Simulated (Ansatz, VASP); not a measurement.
**One calculation of ZnS, two programs**

The input INCAR:

```
SYSTEM = ZnS
  ALGO = Normal
  EDIFF = 1E-6
  EDIFFG = -0.002
  ENCUT = 600
  GGA = CA
  IBRION = 2
  ISIF = 3
  ISMEAR = 0
  LASPH = .True.
  LCHARG = .False.
  LREAL = .False.
  LWAVE = .False.
  NELM = 80
  NSW = 100
  PREC = Accurate
  SIGMA = 0.02
```

Contents of KPOINTS:

```
k-points
0
Gamma
  8 8 8
  0 0 0
```

Contents of POSCAR:

```
ZnS
1.0
    0.0000000000      2.6936828800      2.6936828800
    2.6936828800      0.0000000000      2.6936828800
    2.6936828800      2.6936828800      0.0000000000
Zn S
1 1
Direct
    0.0000000000      0.0000000000      0.0000000000
    0.7500000000      0.7500000000      0.7500000000
```

Input for Ansatz:

```yaml
crystal:
  lattice:
    - [0.0, 2.69368288, 2.69368288]
    - [2.69368288, 0.0, 2.69368288]
    - [2.69368288, 2.69368288, 0.0]
  atoms:
    - { symbol: Zn, position: [0.0, 0.0, 0.0] }
    - { symbol: S, position: [0.75, 0.75, 0.75] }
basis:
  ecutwfc: 420
kpoints:
  mp_grid: { grid: [8, 8, 8] }
hamiltonian:
  xc: lda
  pseudopotentials: { kind: paw, azcp: { folder: soft_1 } }
scf:
  occupations: { method: gaussian, width: 0.02 }
output:
  forces: true
  stress: true
  eigenvalues: true
relax:
  adjacent_minimum: "off"
  f_tol: 0.002
  max_steps: 80
  cell: { stress_tol: 0.02 }
```

Alike in both runs: task relaxation of cell and atoms; functional LDA; k mesh 8 × 8 × 8; occupations gaussian, width 0.02 eV; no spin polarisation.

|  | VASP | Ansatz |
| --- | --- | --- |
| version | VASP 6.6.1 | Ansatz 0.2.0 |
| potentials or method | VASP PAW LDA potentials, release 64 (Zn, S), cutoff 600 eV | scalar-relativistic, plane waves, PAW |
| valence electrons in the cell | 18 | 18 |

```csv
,VASP,Ansatz,Ansatz less VASP
"gap on the k mesh at the Fermi level, each at its own relaxed structure (eV)",2.15,2.12,-0.029
relaxed volume (Å³/atom),18.63,18.58,-0.051
relaxed cell length with the largest relative difference (Å),3.749,3.745,-0.0034
```

Ansatz warns that its potentials were made for another functional, while VASP's fit it. LDA's correlation is that of Perdew and Zunger in VASP and of Perdew and Wang (1992) in Ansatz.
